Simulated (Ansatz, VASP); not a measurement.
# Two plane-wave programs on CaS

```
Ca S
1.0
     0.00000    2.96568    2.96568
     2.96568    0.00000    2.96568
     2.96568    2.96568    0.00000
Ca S
1 1
Direct
  0.00000 0.00000 0.00000
  0.50000 0.50000 0.50000
```

Alike in both runs: task single point; functional PBEsol; k mesh 8 × 8 × 8; occupations gaussian, width 0.02 eV; no spin polarisation.

```csv
,VASP,Ansatz
version,VASP 6.6.1,Ansatz 0.2.0
potentials or method,"VASP PAW PBE potentials, release 64 (Ca_sv, S), cutoff 500 eV","scalar-relativistic, plane waves, PAW"
valence electrons in the cell,16,16
```

```tsv
	VASP	Ansatz	Ansatz less VASP
gap on the k mesh at the Fermi level (eV)	2.47	2.47	+0.003
least direct gap on the mesh (eV)	3.21	3.21	+0.003
pressure (GPa)	-6.8	-6.9	-0.09
```

VASP's potentials were made for PBE, not for PBEsol. With one functional, cell and mesh, what is left measures potentials, basis and numerics.
